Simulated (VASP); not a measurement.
A run of VASP 6.6.1:

The input INCAR:

```
PREC = Accurate
ENCUT = 520
EDIFF = 1E-7
ISMEAR = 0
SIGMA = 0.1
LREAL = False
LASPH = True
NELM = 150
ALGO = Normal
ISIF = 2
LWAVE = False
LCHARG = False
ISPIN = 2
MAGMOM = 1 1
LORBIT = 11
GGA = PE
NBANDS = 15
```

KPOINTS

```
regular mesh
0
Gamma
  10 6 4
```

Contents of POSCAR:

```
C
1.0
    1.6127608849      0.0000000000      0.0000000000
    0.0000000000      2.7298976851      0.0000000000
    0.0000000000      0.0000000000      4.3692138506
C
2
Direct
    0.0000000000      0.5000000000      0.6216356196
    0.5000000000      0.0000000000      0.3783643804
```

Potentials or basis: VASP PAW PBE potentials, release 64 (C).

Run with:

```console
$ cat potpaw_PBE.64/C/POTCAR > POTCAR
$ mpirun -np 1 vasp_std > vasp.out
```

Hardware: 1 thread of Intel Xeon 8259CL, with other jobs on the host.

Task: How long does it take, and how much memory?

Result: Wall time 34 s on 1 thread of Intel Xeon 8259CL, on a shared host, peak memory 0.14 GiB. Counts: scf iterations 15, k points 72.
